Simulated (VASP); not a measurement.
# Si (Fd-3m) in VASP: settings compared

The runs below take Si through single point, with HSE06, PBE-based screened hybrid with 20 % exact exchange.

Everything below comes from runs of VASP 6.6.1. Logs are shortened: lines on timing, memory, paths and dates and some standing lists are left out, and cuts for length are marked.

## Step 1: The cell of the first run

It takes space group Fd-3m (No. 227, cubic). Conventional cell: a = 5.444 Å, b = 5.444 Å, c = 5.444 Å, α = 90.00°, β = 90.00°, γ = 90.00°. Within 3.1 Å of Si (site symmetry -43m) lie 4 Si at 2.36 Å.

## Step 2: Single point, HSE06

Input file POSCAR:

```
Si
1.0
    0.0000000000      2.7221188962      2.7221188962
    2.7221188962      0.0000000000      2.7221188962
    2.7221188962      2.7221188962      0.0000000000
Si
2
Direct
    0.0000000000      0.0000000000      0.0000000000
    0.2500000000      0.2500000000      0.2500000000
```

Input file INCAR.step1:

```
PREC = Accurate
ENCUT = 520
EDIFF = 1E-5
ISMEAR = 0
SIGMA = 0.01
LREAL = F
LASPH = T
NELM = 80
ALGO = Normal
ISIF = 2
LWAVE = T
LCHARG = F
GGA = PE
NBANDS = 11
```

Input file INCAR.step2:

```
PREC = Accurate
ENCUT = 520
EDIFF = 1E-7
ISMEAR = 0
SIGMA = 0.01
LREAL = F
LASPH = T
NELM = 80
ALGO = Normal
ISIF = 2
LWAVE = F
LCHARG = F
GGA = PE
LHFCALC = T
HFSCREEN = 0.2079
PRECFOCK = Normal
ISTART = 1
NBANDS = 11
```

Input file KPOINTS:

```
Automatic mesh
0
Gamma
  4 4 4
```

Potentials or basis: VASP PAW PBE potentials, release 64 (Si).

Run with:

```console
cat potpaw_PBE.64/Si/POTCAR > POTCAR
cp INCAR.step1 INCAR
mpirun -np 1 vasp_std > vasp.out
cp INCAR.step2 INCAR
mpirun -np 1 vasp_std > vasp.out
```

OUTCAR:

```text
PREC = Accurate
   ENCUT = 520
   EDIFF = 1E-7
   ISMEAR = 0
   LREAL = F
   LASPH = T
   NELM = 80
   ISIF = 2
   GGA = PE
   LHFCALC = T
   HFSCREEN = 0.2079
   PRECFOCK = Normal
   ISTART = 1

 ion  position               nearest neighbor table
   1  0.000  0.000  0.000-   2 2.36   2 2.36   2 2.36   2 2.36
   2  0.250  0.250  0.250-   1 2.36   1 2.36   1 2.36   1 2.36

  LATTYP: Found a face centered cubic cell.
 ALAT       =     5.4442377924

  Lattice vectors:

 A1 = (   0.0000000000,   2.7221188962,   2.7221188962)
 A2 = (   2.7221188962,   0.0000000000,   2.7221188962)
 A3 = (   2.7221188962,   2.7221188962,   0.0000000000)

Analysis of symmetry for initial positions (statically):
=====================================================================
 Subroutine PRICEL returns:
 Original cell was already a primitive cell.

 Routine SETGRP: Setting up the symmetry group for a
 face centered cubic supercell.

 Subroutine GETGRP returns: Found 48 space group operations
 (whereof 24 operations were pure point group operations)
 out of a pool of 48 trial point group operations.

The static configuration has the point symmetry T_d .
 The point group associated with its full space group is O_h .

Analysis of symmetry for dynamics (positions and initial velocities):
=====================================================================
 Subroutine PRICEL returns:
 Original cell was already a primitive cell.

 Routine SETGRP: Setting up the symmetry group for a
 face centered cubic supercell.

 Subroutine GETGRP returns: Found 48 space group operations
 (whereof 24 operations were pure point group operations)
 out of a pool of 48 trial point group operations.

The dynamic configuration has the point symmetry T_d .
 The point group associated with its full space group is O_h .

 Subroutine INISYM returns: Found 48 space group operations
 (whereof 24 operations are pure point group operations),
 and found     1 'primitive' translations

----------------------------------------------------------------------------------------

                                     Primitive cell

  volume of cell :      40.3414

  direct lattice vectors                    reciprocal lattice vectors
[... 83 lines left out ...]
   EMIN   =  10.00;   EMAX   =-10.00  energy-range for DOS
   EFERMI =   0.00;   METHOD = LEGACY
   ISMEAR =     0;   SIGMA  =   0.01  broadening in eV -4-tet -1-fermi 0-gaus
   EFERMI_NEDOS =   21; number of points for ismear=-14 and -15
   IALGO  =     38    algorithm
   IMIX   =      1    mixing-type and parameters
     AMIX     =   0.40;   BMIX     =  1.00
     AMIX_MAG =   1.60;   BMIX_MAG =  1.00
  volume/ion in A,a.u.               =      20.17       136.12
  Fermi-wavevector in a.u.,A,eV,Ry     =   0.954672  1.804069 12.400344  0.911400
  Thomas-Fermi vector in A             =   2.083440
   LORBIT       =      0    0 simple, 1 ext, 2 COOP (PROOUT), +10 PAW based schemes
   GGA     = PE    functional components
   LHFCALC =     T    Hartree Fock is set to
   PRECFOCK=normal    Normal, Fast or Accurate (Low or Medium for compatibility)
   ENCUT4O =  -1.0   cutoff for four orbital integrals eV
   NKREDX  =     1    reduce k-point grid by
   NKREDY  =     1    reduce k-point grid by
   NKREDZ  =     1    reduce k-point grid by
   AEXX    =    0.2500 exact exchange contribution
   HFSCREEN=    0.2079 screening length (either q_TF or 0.3 A-1)
   HFSCREENC=   0.2079 screening length for correlation (either q_TF or 0.3 A-1)
   ENCUTFOCK=  -1.0 apply spherical cutoff to Coloumb kernel
   IVDW    =     0    specifies the selected vdW correction
   LEPSILON=     F    determine dielectric tensor
   LRPA    =     F    only Hartree local field effects (RPA)
 non-spin polarized calculation
 Gauss-broadening in eV      SIGMA  =   0.01
  energy-cutoff  :      520.00
  volume of cell :       40.34
 maximum number of plane-waves:      1106
 NGX is ok and might be reduce to    30
  NGX = 24; NGY = 24; NGZ = 24

 number of electron       8.0000001 magnetization

 Free energy of the ion-electron system (eV)
  ---------------------------------------------------
  ext. energy  EPLUGINS =         0.00000000
  ---------------------------------------------------
  free energy    TOTEN  =       -12.38364418 eV

  energy without entropy =      -12.38364418  energy(sigma->0) =      -12.38364418

 E-fermi :   5.5077     XC(G=0):  -7.8070

 val. band max:        5.4050242865   @ k =   0.0000   0.0000   0.0000
 cond. band min:       6.7455727687   @ k =   0.5000   0.5000   0.0000
 fundamental gap:      1.3405484822
 Fermi energy:         5.5076896351

 k-point     1 :       0.0000    0.0000    0.0000
  band No.  band energies     occupation
      1      -7.7994      2.00000
      2       5.4050      2.00000
      3       5.4050      2.00000
      4       5.4050      2.00000
      5       8.7512      0.00000
      6       8.7512      0.00000
      7       8.7512      0.00000
      8       9.6922      0.00000
      9      14.1978      0.00000
     10      14.1978      0.00000
     11      14.2078      0.00000
[... 85 lines left out ...]
 k-point     8 :      -0.2500    0.5000    0.2500
  band No.  band energies     occupation
      1      -3.0294      2.00000
      2      -3.0294      2.00000
      3       1.2710      2.00000
      4       1.2710      2.00000
      5      10.4693      0.00000
      6      10.4693      0.00000
      7      11.3741      0.00000
      8      11.3741      0.00000
      9      17.2821      0.00000
     10      17.2821      0.00000
     11      19.7753      0.00000

------------------------ aborting loop because EDIFF is reached ----------------------------------------

  FORCE on cell =-STRESS in cart. coord.  units (eV):
  Direction    XX          YY          ZZ          XY          YZ          ZX
  --------------------------------------------------------------------------------------
  -------------------------------------------------------------------------------------
  Total        0.0032395      0.0032395      0.0032395      0.0000000      0.0000000      0.0000000
  in kB        0.1286577      0.1286577      0.1286577      0.0000000      0.0000000      0.0000000
  external PRESSURE =       0.1286577 kB  Pullay stress =       0.0000000 kB

 VOLUME and BASIS-vectors are now :
 -----------------------------------------------------------------------------
  energy-cutoff  :      520.00
  volume of cell :       40.34
      direct lattice vectors                 reciprocal lattice vectors
     0.000000000  2.722118896  2.722118896    -0.183680441  0.183680441  0.183680441
     2.722118896  0.000000000  2.722118896     0.183680441 -0.183680441  0.183680441
     2.722118896  2.722118896  0.000000000     0.183680441  0.183680441 -0.183680441

 POSITION                                       TOTAL-FORCE (eV/Angst)
 -----------------------------------------------------------------------------------
      0.00000      0.00000      0.00000        -0.000000     -0.000000     -0.000000
      1.36106      1.36106      1.36106         0.000000      0.000000      0.000000
 -----------------------------------------------------------------------------------
    total drift:                               -0.000001     -0.000001     -0.000001

  FREE ENERGIE OF THE ION-ELECTRON SYSTEM (eV)
  ---------------------------------------------------
  free  energy   TOTEN  =       -12.3836441771 eV

  energy  without entropy=      -12.3836441771  energy(sigma->0) =      -12.38364418
```

OUTCAR.step1:

```text
PREC = Accurate
   ENCUT = 520
   EDIFF = 1E-5
   ISMEAR = 0
   LREAL = F
   LASPH = T
[... 316 lines left out ...]
 -----------------------------------------------------------------------------------
      0.00000      0.00000      0.00000         0.000000      0.000000      0.000000
      1.36106      1.36106      1.36106        -0.000000     -0.000000     -0.000000
 -----------------------------------------------------------------------------------
    total drift:                               -0.000000     -0.000000     -0.000000

  FREE ENERGIE OF THE ION-ELECTRON SYSTEM (eV)
  ---------------------------------------------------
  free  energy   TOTEN  =       -10.6610471284 eV

  energy  without entropy=      -10.6610471284  energy(sigma->0) =      -10.66104713
```

Run time: 48 s. Hardware: 1 thread of Intel Xeon 6975P-C (Granite Rapids), shared host; peak memory 0.25 GiB.

What came out:

```yaml
Free_energy: -12.3836 eV
Pressure: 0.0 GPa
Band_gap_on_the_k_mesh: 1.34 eV (least direct gap 3.35 eV)
```

Caveat: the k points lie up to 0.50 Å⁻¹ apart; the PAW data sets were made with another functional, which shifts forces and pressure a little.

## Step 3: Single point, PBE-based screened hybrid with 20 % exact exchange

POSCAR is that of step 2.

Input file INCAR.step1:

```
SYSTEM = Si
  PREC = Accurate
  ENCUT = 520
  EDIFF = 1E-5
  ISMEAR = 0
  SIGMA = 0.01
  LREAL = .False.
  LASPH = .True.
  NELM = 80
  ALGO = Normal
  ISIF = 2
  LWAVE = .True.
  LCHARG = .False.
  GGA = PE
  NBANDS = 11
```

Input file INCAR.step2:

```
SYSTEM = Si
  PREC = Accurate
  ENCUT = 520
  EDIFF = 1E-6
  ISMEAR = 0
  SIGMA = 0.01
  LREAL = .False.
  LASPH = .True.
  NELM = 80
  ALGO = Normal
  ISIF = 2
  LWAVE = .False.
  LCHARG = .False.
  GGA = PE
  LHFCALC = .True.
  AEXX = 0.2
  HFSCREEN = 0.3
  PRECFOCK = Normal
  ISTART = 1
  NBANDS = 11
```

Input file KPOINTS:

```
Automatic mesh
0
Gamma
  4 4 4
  0 0 0
```

Potentials or basis: VASP PAW PBE potentials, release 64 (Si).

Run with:

```console
cat potpaw_PBE.64/Si/POTCAR > POTCAR
cp INCAR.step1 INCAR
mpirun -np 1 vasp_std > vasp.out
cp INCAR.step2 INCAR
mpirun -np 1 vasp_std > vasp.out
```

It took 42 s on 1 thread of Intel Xeon 6975P-C (Granite Rapids), shared host; peak memory 0.25 GiB.

It converged, with:

```yaml
Free_energy: -11.7423 eV
Pressure: 0.6 GPa
Band_gap_on_the_k_mesh: 1.08 eV (least direct gap 3.04 eV)
```

Levels at points of the mesh, in eV from the valence-band top:
```tsv
k point	band 1	band 2	band 3	band 4	band 5	band 6	band 7	band 8	band 9
(0.00, 0.00, 0.00)	-12.85	0.00	0.00	0.00	3.04	3.04	3.04	3.92	8.39
(0.50, 0.00, 0.00)	-10.34	-7.42	-1.26	-1.26	1.96	3.84	3.84	8.29	11.34
(0.50, 0.50, 0.00)	-8.37	-8.37	-3.02	-3.02	1.08	1.08	10.96	10.96	11.77
```

Caveat: the k points lie up to 0.50 Å⁻¹ apart; the PAW data sets were made with another functional, which shifts forces and pressure a little.
